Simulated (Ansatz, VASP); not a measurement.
**TaN in VASP and in Ansatz**

POSCAR

```
TaN
1.0
    0.0000000000      2.1982663155      2.1982663155
    2.1982663155      0.0000000000      2.1982663155
    2.1982663155      2.1982663155      0.0000000000
Ta N
1 1
Direct
    0.5000000000      0.5000000000      0.5000000000
    0.0000000000      0.0000000000      0.0000000000
```

Contents of INCAR.step1:

```
ALGO = Normal
EDIFF = 1E-4
ENCUT = 520
GGA = PE
ISMEAR = 0
LASPH = T
LCHARG = F
LREAL = F
LWAVE = T
NBANDS = 15
NELM = 80
PREC = Accurate
SIGMA = 0.1
```

INCAR.step2

```
ALGO = Normal
EDIFF = 1E-6
ENCUT = 520
ISIF = 2
ISMEAR = 0
ISTART = 1
LASPH = T
LCHARG = F
LMIXTAU = T
LREAL = F
LWAVE = F
METAGGA = R2SCAN
NBANDS = 15
NELM = 80
PREC = Accurate
SIGMA = 0.1
```

File KPOINTS:

```
k-points
0
Gamma
  16 16 16
```

Input for Ansatz:

```yaml
crystal:
  lattice:
    - [0.0, 2.1982663152, 2.1982663152]
    - [2.1982663152, 0.0, 2.1982663152]
    - [2.1982663152, 2.1982663152, 0.0]
  atoms:
    - { symbol: Ta, position: [0.5, 0.5, 0.5] }
    - { symbol: "N", position: [0.0, 0.0, 0.0] }
basis:
  ecutwfc: 500
kpoints:
  mp_grid: { grid: [16, 16, 16] }
  band_path:
    path:
      - [[0.0, 0.0, 0.0], [0.5, 0.0, 0.5], [0.625, 0.25, 0.625]]
      - [[0.375, 0.375, 0.75], [0.0, 0.0, 0.0], [0.5, 0.5, 0.5], [0.5, 0.25, 0.75], [0.5, 0.0, 0.5]]
    npoints: 14
hamiltonian:
  xc: r2scan
scf:
  occupations: { method: gaussian, width: 0.1 }
  n_extra_bands: 6
output:
  forces: true
  stress: true
  eigenvalues: true
  populations: true
  dos: { projected: true, de: 0.02, nscf_kmesh: { grid: [24, 24, 24] } }
  bader: true
  write_density: true
  write_potential: true
  elf: true
  volumetric_format: npy
```

Alike in both runs: task single point; functional r2SCAN; k mesh 16 × 16 × 16; occupations gaussian, width 0.1 eV; no spin polarisation.

|  | VASP | Ansatz |
| --- | --- | --- |
| version | VASP 6.6.1 | Ansatz 0.2.0 |
| potentials or method | VASP PAW PBE potentials, release 64 (Ta_pv, N), cutoff 520 eV | scalar-relativistic, plane waves, PAW |
| valence electrons in the cell | 16 | 18 |

|  | VASP | Ansatz | Ansatz less VASP |
| --- | --- | --- | --- |
| gap on the k mesh at the Fermi level (eV) | none | none | - |
| pressure (GPa) | 1.9 | 0.0 | -1.95 |

VASP's potentials were made for PBE, not for r2SCAN. A gap of «none» marks a metal or a gap that the smearing closes. VASP's potentials hold 16 valence electrons a cell and Ansatz's 18, so a difference there can come from the potentials and not from the codes.

Neither program's run includes spin-orbit coupling.
